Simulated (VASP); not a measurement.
Set up this calculation in VASP 6.6.1, as the native input.

- Task: single point
- Functional: LDA
- Potentials or basis: VASP PAW LDA potentials, release 64 (C)
- Cutoff: 520 eV
- k mesh: 13 × 13 × 8
- Occupations: fermi-dirac, width 0.05 eV
- Spin: no spin polarisation
- Dipole correction: no
- Further INCAR settings: ALGO = Normal; EDIFF = 1e-06; NBANDS = 11

The structure of C lies in POSCAR:

```
C
1.0
    2.1273203072     -1.2282824400      0.0000000000
    2.1273203072      1.2282824400      0.0000000000
   -1.3790696309      0.0000000000      3.5028300786
C
2
Direct
    0.1666444700      0.1666444700      0.9999069600
    0.8333555300      0.8333555300      0.0000930400
```

One way to write it, as run:

INCAR

```
ALGO = Normal ; EDIFF = 1E-6
ENCUT = 520 ; GGA = CA
ISIF = 2 ; ISMEAR = -1
LASPH = T ; LCHARG = F
LREAL = F ; LWAVE = F
NBANDS = 11 ; NELM = 100
PREC = Accurate ; SIGMA = 0.05
```

KPOINTS

```
k-points
0
Gamma
  13 13 8
```

Potentials or basis: VASP PAW LDA potentials, release 64 (C).

Run with:

```bash
$ cat potpaw_LDA.64/C/POTCAR > POTCAR
$ mpirun -np 1 vasp_std > vasp.out
```

Results of the run:

- Pressure: -3.4 GPa
- Largest force: 0.004 eV/Å
- Band gap on the k mesh: 0.90 eV, indirect (least direct gap 0.91 eV)

Run time: 43 s on 1 thread of Intel(R) Xeon(R) Platinum 8259CL CPU @ 2.50GHz (Skylake/Cascade Lake) (shared host), peak memory 0.16 GiB.
